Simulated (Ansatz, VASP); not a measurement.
NaIr3Au5: VASP beside Ansatz

```
Na Ir Au
1.0
    -0.00010   -0.00043    2.68044
     8.07943   -0.00457   -0.00070
    -4.04392    6.99997   -0.00096
Na Ir Au
1 3 5
Direct
  0.99993 0.00003 0.99991
  0.99961 0.64921 0.00004
  0.00020 0.99995 0.64928
  0.00004 0.35094 0.35093
  0.49988 0.30601 0.00009
  0.50044 0.00000 0.30554
  0.50007 0.69390 0.69403
  0.49985 0.33307 0.66666
  0.49999 0.66690 0.33351
```

Change from the starting cell: cell x1, atoms moved at random (sigma 0.1 Å) and cell strained at random (1.5 %), then relaxed without symmetry.

Alike in both runs: functional PBE; k mesh 8 × 3 × 3; occupations gaussian, width 0.2 eV; no spin polarisation.

Ansatz relaxed the structure, and its values are those at the end. VASP's run is a single point on that final structure, the one shown.

```csv
,VASP,Ansatz
version,VASP 6.6.1,Ansatz 0.2.0
potentials or method,"VASP PAW PBE potentials, release 64 (Na_pv, Ir, Au), cutoff 520 eV","scalar-relativistic, plane waves, PAW"
valence electrons in the cell,89,155
```

Ansatz gave:

| Quantity | Value |
| --- | --- |
| gap on the k mesh at the Fermi level (eV) | none |
| pressure (GPa) | 0.0 |
| rms of the force components (eV/Å) | 0.004 |

Q: Estimate VASP's values.

A: gap on the k mesh at the Fermi level (eV): none; pressure (GPa): -0.1; rms of the force components (eV/Å): 0.008.

A gap of «none» marks a metal or a gap that the smearing closes. VASP's potentials hold 89 valence electrons a cell and Ansatz's 155, so a difference there can come from the potentials and not from the codes.

Neither program's run includes spin-orbit coupling.
